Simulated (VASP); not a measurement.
Crystal: Be.

```xyz
1
Lattice="2.1705 0.0000 0.0000 -0.7235 2.0463 0.0000 -0.7235 -1.0232 1.7722" Properties=species:S:1:pos:R:3 pbc="T T T"
Be    0.0000    0.0000    0.0000
```

This isn't the form of Be at room conditions, which is hcp.

| Property | Result |
| --- | --- |
| Program | VASP 6.6.1 |
| Task | relaxation of cell and atoms |
| Functional | RPBE |
| Dispersion | D3(BJ) |
| Potentials or basis | VASP PAW PBE potentials, release 64 (Be) |
| Cutoff | 600 eV |
| k mesh | 15 × 15 × 15 |
| Occupations | fermi-dirac, width 0.1 eV |
| Spin | no spin polarisation |

At the start: pressure -23.8 GPa; volume 7.87 Å³/atom.

**Question.** Where does the relaxation end?

**Answer.** Over 4 steps the energy falls by 124.1 meV/atom and the volume is 6.40 Å³/atom (-18.7 %); space group Im-3m (No. 229, to 0.1 Å) before and after.

The path:
| step | energy change (eV) | largest force (eV/Å) | pressure (GPa) | volume (Å³) |
| --- | --- | --- | --- | --- |
| 1 | 0.0000 | 0.0000 | -23.79 | 7.87 |
| 2 | -0.1212 | 0.0000 | -4.65 | 6.61 |
| 3 | -0.1241 | 0.0000 | -0.42 | 6.43 |
| 4 | -0.1241 | 0.0000 | 0.25 | 6.40 |

Final structure:
```
CELL_PARAMETERS angstrom
2.02612 0.00000 0.00000
-0.67537 1.91024 0.00000
-0.67537 -0.95512 1.65432
ATOMIC_POSITIONS crystal
Be 0.00000 0.00000 0.00000
```

Caveat: the volume moved by over 15 % at a fixed basis, so the end points are rough; the dispersion term is far too large for a dense solid, which distorts pressure and volume; the PAW data sets were made with another functional, which shifts forces and pressure a little.
